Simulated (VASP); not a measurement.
# Pb in VASP: further runs

Runs on Pb. Level: PBE. Tasks: single point, relaxation of cell and atoms.

All numbers are computed with VASP 6.6.1; they aren't measurements. Logs are shortened: lines on timing, memory, paths and dates and some standing lists are left out, and cuts for length are marked.

## (1) The cell of the first run

The typed cell holds 1 atom: a = 3.557 Å, b = 3.557 Å, c = 3.572 Å, α = 120.04°, β = 120.04°, γ = 60.29°.

## (2) Single point, PBE

Input file INCAR:

```
SYSTEM = Pb
PREC     = Accurate       ! precision mode
ENCUT    = 520            ! plane-wave cutoff, eV
EDIFF    = 1E-6           ! SCF threshold, eV
ISMEAR   = 0              ! smearing method
SIGMA    = 0.1            ! smearing width, eV
LREAL    = .False.        ! projectors in reciprocal space
LASPH    = .True.         ! aspherical terms in the spheres
NELM     = 100            ! most SCF steps
ALGO     = Normal         ! electronic algorithm
ISIF     = 2              ! what is computed and relaxed
LWAVE    = .False.        ! write WAVECAR
LCHARG   = .False.        ! write CHGCAR
GGA      = PE             ! functional
NBANDS   = 13             ! bands
```

Input file KPOINTS:

```
regular mesh
0
Gamma
  20 20 18
  0 0 0
```

Input file POSCAR:

```
Pb
1.0
    3.0742304293     -1.7862625735     -0.1030569738
    3.0742304293      1.7862625735     -0.1030569738
   -1.9688568843      0.0000000000      2.9802780044
Pb
1
Direct
    0.0000000000      0.0000000000      0.5000000000
```

Potentials or basis: VASP PAW PBE potentials, release 64 (Pb_d).

Launch:

```
> cat potpaw_PBE.64/Pb_d/POTCAR > POTCAR
> mpirun -np 1 vasp_std > vasp.out
```

OUTCAR:

```text
SYSTEM = Pb
   PREC = Accurate
   ENCUT = 520
   EDIFF = 1E-6
   ISMEAR = 0
   LREAL = .False.
   LASPH = .True.
   NELM = 100
   ISIF = 2
   GGA = PE

 ion  position               nearest neighbor table
   1  0.000  0.000  0.500-

  LATTYP: Found a base centered monoclinic cell.
 ALAT       =     6.1519146523
 B/A-ratio  =     0.5807176056
 C/A-ratio  =     0.5806156416
 COS(beta)  =    -0.5788527381

  Lattice vectors:

 A1 = (   3.0742304293,  -1.7862625735,  -0.1030569738)
 A2 = (   3.0742304293,   1.7862625735,  -0.1030569738)
 A3 = (  -1.9688568843,   0.0000000000,   2.9802780044)

Analysis of symmetry for initial positions (statically):
=====================================================================
 Subroutine PRICEL returns:
 Original cell was already a primitive cell.

 Routine SETGRP: Setting up the symmetry group for a
 base centered monoclinic supercell.

 Subroutine GETGRP returns: Found  4 space group operations
 (whereof  4 operations were pure point group operations)
 out of a pool of  4 trial point group operations.

The static configuration has the point symmetry C_2h.

Analysis of symmetry for dynamics (positions and initial velocities):
=====================================================================
 Subroutine PRICEL returns:
 Original cell was already a primitive cell.

 Routine SETGRP: Setting up the symmetry group for a
 base centered monoclinic supercell.

 Subroutine GETGRP returns: Found  4 space group operations
 (whereof  4 operations were pure point group operations)
 out of a pool of  4 trial point group operations.

The dynamic configuration has the point symmetry C_2h.

 Subroutine INISYM returns: Found  4 space group operations
 (whereof  4 operations are pure point group operations),
 and found     1 'primitive' translations

----------------------------------------------------------------------------------------

                                     Primitive cell

  volume of cell :      32.0068

  direct lattice vectors                    reciprocal lattice vectors
     3.074230429 -1.786262573 -0.103056974     0.166325807 -0.279914055  0.109879585
     3.074230429  1.786262573 -0.103056974     0.166325807  0.279914055  0.109879585
    -1.968856884  0.000000000  2.980278004     0.011502977  0.000000000  0.343138363

  length of vectors
     3.556999783  3.556999783  3.571897873     0.343641784  0.343641784  0.343331115

  position of ions in fractional coordinates (direct lattice)
     1.000000000  1.000000000  0.500000000

  ion indices of the primitive-cell ions
   primitive index   ion index
                 1           1

----------------------------------------------------------------------------------------

 KPOINTS: regular mesh

Automatic generation of k-mesh.
 Grid dimensions read from file:
 generate k-points for:   20   20   18

 Generating k-lattice:

  Cartesian coordinates                     Fractional coordinates (reciprocal lattice)
     0.008316290 -0.013995703  0.005493979     0.050000000 -0.000000000  0.000000000
     0.008316290  0.013995703  0.005493979    -0.000000000  0.050000000  0.000000000
     0.000639054  0.000000000  0.019063242     0.000000000  0.000000000  0.055555556

  Length of vectors
     0.017182089  0.017182089  0.019073951

  Shift w.r.t. Gamma in fractional coordinates (k-lattice)
     0.000000000  0.000000000  0.000000000

 Subroutine IBZKPT returns following result:
 ===========================================

 Found   1902 irreducible k-points:

 Following reciprocal coordinates:
            Coordinates               Weight
  0.000000  0.000000  0.000000      1.000000
  0.050000  0.000000  0.000000      4.000000
  0.100000 -0.000000  0.000000      4.000000
  0.150000  0.000000 -0.000000      4.000000
  0.200000 -0.000000  0.000000      4.000000
  0.250000  0.000000  0.000000      4.000000
[... 16 lines left out ...]
 -0.400000  0.050000 -0.000000      4.000000
 -0.350000  0.050000 -0.000000      4.000000
 [... further k-points ...]
   k-points           NKPTS =   1902   k-points in BZ     NKDIM =   1902   number of bands    NBANDS=     13
   number of dos      NEDOS =    301   number of ions     NIONS =      1
   total plane-waves  NPLWV =  21952
   dimension x,y,z NGX =    28 NGY =   28 NGZ =   28
   dimension x,y,z NGXF=    56 NGYF=   56 NGZF=   56
   ions per type =               1
   NGX,Y,Z   is equivalent  to a cutoff of  13.09, 13.09, 13.03 a.u.
   NGXF,Y,Z  is equivalent  to a cutoff of  26.17, 26.17, 26.06 a.u.
 SYSTEM =  Pb
   PREC   = accura    normal or accurate (medium, high low for compatibility)
   ISTART =      0    job   : 0-new  1-cont  2-samecut
   ICHARG =      2    charge: 1-file 2-atom 10-const
   ISPIN  =      1    spin polarized calculation?
   LNONCOLLINEAR =      F non collinear calculations
   LSORBIT =      F    spin-orbit coupling
   LASPH  =      T    aspherical Exc in radial PAW
   ENCUT  =  520.0 eV  38.22 Ry    6.18 a.u.   6.61  6.61  6.64*2*pi/ulx,y,z
   NELM   =    100;   NELMIN=  2; NELMDL= -5     # of ELM steps
   EDIFF  = 0.1E-05   stopping-criterion for ELM
   LREAL  =      F    real-space projection
   EDIFFG = 0.1E-04   stopping-criterion for IOM
   NSW    =      0    number of steps for IOM
   IBRION =     -1    ionic relax: 0-MD 1-quasi-New 2-CG
   NFREE  =      0    steps in history (QN), initial steepest desc. (CG)
   ISIF   =      2    stress and relaxation
   ISYM   =      2    0-nonsym 1-usesym 2-fastsym
   POTIM  = 0.5000    time-step for ionic-motion
   TEBEG  =    0.0;   TEEND  =   0.0 temperature during run
   PSTRESS=    0.0 pullay stress
   NELECT =      14.0000    total number of electrons
   NUPDOWN=      -1.0000    fix difference up-down
   EMIN   =  10.00;   EMAX   =-10.00  energy-range for DOS
   EFERMI =   0.00;   METHOD = LEGACY
   ISMEAR =     0;   SIGMA  =   0.10  broadening in eV -4-tet -1-fermi 0-gaus
   EFERMI_NEDOS =   21; number of points for ismear=-14 and -15
   IALGO  =     38    algorithm
   IMIX   =      4    mixing-type and parameters
     AMIX     =   0.40;   BMIX     =  1.00
     AMIX_MAG =   1.60;   BMIX_MAG =  1.00
  volume/ion in A,a.u.               =      32.01       215.99
  Fermi-wavevector in a.u.,A,eV,Ry     =   1.242711  2.348383 21.011883  1.544330
  Thomas-Fermi vector in A             =   2.377053
   LORBIT       =      0    0 simple, 1 ext, 2 COOP (PROOUT), +10 PAW based schemes
   GGA     = PE    functional components
   LHFCALC =     F    Hartree Fock is set to
   AEXX    =    0.0000 exact exchange contribution
   IVDW    =     0    specifies the selected vdW correction
   LEPSILON=     F    determine dielectric tensor
   LRPA    =     F    only Hartree local field effects (RPA)
 non-spin polarized calculation
 Gauss-broadening in eV      SIGMA  =   0.10
  energy-cutoff  :      520.00
  volume of cell :       32.01
 maximum number of plane-waves:       890
   NGX = 13   NGY = 13   NGZ = 13

 number of electron      14.0000003 magnetization

 Free energy of the ion-electron system (eV)
  ---------------------------------------------------
  ext. energy  EPLUGINS =         0.00000000
  ---------------------------------------------------
  free energy    TOTEN  =        -3.56562025 eV

  energy without entropy =       -3.56296943  energy(sigma->0) =       -3.56429484

 E-fermi :   6.7271     XC(G=0):  -9.9278

 val. band max:        6.7267980910   @ k =  -0.0500   0.3500   0.2778
 cond. band min:       6.7311991536   @ k =  -0.1000  -0.4000   0.2778
 fundamental gap:      0.0044010626
 Fermi energy:         6.7270910940

 k-point     1 :       0.0000    0.0000    0.0000
  band No.  band energies     occupation
      1     -10.3484      2.00000
      2     -10.3478      2.00000
      3     -10.3406      2.00000
      4     -10.2309      2.00000
      5     -10.2242      2.00000
      6      -4.7078      2.00000
      7      13.6644      0.00000
      8      13.6911      0.00000
      9      13.7114      0.00000
     10      16.4163      0.00000
     11      17.3483      0.00000
     12      18.7650      0.00000
     13      18.7936      0.00000

 k-point     2 :       0.0500    0.0000    0.0000
  band No.  band energies     occupation
      1     -10.3469      2.00000
      2     -10.3452      2.00000
      3     -10.3383      2.00000
      4     -10.2311      2.00000
      5     -10.2245      2.00000
      6      -4.6624      2.00000
      7      13.0705      0.00000
      8      13.6133      0.00000
      9      13.6495      0.00000
     10      16.2516      0.00000
     11      17.6846      0.00000
     12      18.8709      0.00000
     13      18.9125      0.00000

 k-point     3 :       0.1000   -0.0000    0.0000
  band No.  band energies     occupation
      1     -10.3460      2.00000
      2     -10.3367      2.00000
      3     -10.3308      2.00000
      4     -10.2308      2.00000
      5     -10.2247      2.00000
      6      -4.5261      2.00000
      7      11.7616      0.00000
      8      13.4540      0.00000
      9      13.4885      0.00000
     10      15.9861      0.00000
     11      18.2903      0.00000
     12      19.1557      0.00000
     13      19.1989      0.00000
[... 305 lines left out ...]
 k-point    23 :      -0.4000    0.0500   -0.0000
  band No.  band energies     occupation
      1     -10.3575      2.00000
      2     -10.3317      2.00000
      3     -10.3291      2.00000
      4     -10.1311      2.00000
      5     -10.1233      2.00000
      6      -1.8356      2.00000
      7       3.5462      2.00000
      8      11.4907      0.00000
      9      12.0982      0.00000
     10      15.6468      0.00000
     11      16.1041      0.00000
     12      17.6452      0.00000
     13      18.5537      0.00000

 k-point    24 :      -0.3500    0.0500   -0.0000
  band No.  band energies     occupation
      1     -10.3550      2.00000
      2     -10.3267      2.00000
      3     -10.3236      2.00000
      4     -10.1526      2.00000
      5     -10.1366      2.00000
      6      -2.3608      2.00000
      7       4.4945      2.00000
      8      11.5342      0.00000
      9      12.3504      0.00000
     10      15.6547      0.00000
     11      16.3697      0.00000
     12      17.7355      0.00000
     13      18.8778      0.00000

 [... further k-points ...]
[... 5 lines left out ...]
  --------------------------------------------------------------------------------------
  -------------------------------------------------------------------------------------
  Total       -0.0130553     -0.0147255     -0.0157828      0.0000000      0.0000000     -0.0007999
  in kB       -0.6535128     -0.7371182     -0.7900458      0.0000000      0.0000000     -0.0400405
  external PRESSURE =      -0.7268923 kB  Pullay stress =       0.0000000 kB

 VOLUME and BASIS-vectors are now :
 -----------------------------------------------------------------------------
  energy-cutoff  :      520.00
  volume of cell :       32.01
      direct lattice vectors                 reciprocal lattice vectors
     3.074230429 -1.786262573 -0.103056974     0.166325807 -0.279914055  0.109879585
     3.074230429  1.786262573 -0.103056974     0.166325807  0.279914055  0.109879585
    -1.968856884  0.000000000  2.980278004     0.011502977  0.000000000  0.343138363

 POSITION                                       TOTAL-FORCE (eV/Angst)
 -----------------------------------------------------------------------------------
     -0.98443      0.00000      1.49014        -0.000000     -0.000000      0.000000
 -----------------------------------------------------------------------------------
    total drift:                               -0.000000     -0.000000      0.000000

  FREE ENERGIE OF THE ION-ELECTRON SYSTEM (eV)
  ---------------------------------------------------
  free  energy   TOTEN  =        -3.5656202478 eV

  energy  without entropy=       -3.5629694297  energy(sigma->0) =       -3.56429484
```

Run time: 6.6 min. Hardware: 1 thread of AMD EPYC 9R45 (Zen 5), shared host; peak memory 0.74 GiB.

Results:

- Free energy: -3.5656 eV
- Pressure: -0.1 GPa
- Band gap on the k mesh: zero (band 7 reaches 13.66 eV, above the bottom of band 8 at 5.16 eV)

Caveat: spin-orbit coupling is left out, which moves the levels of the heavy elements.

[end of part 1 of 2]
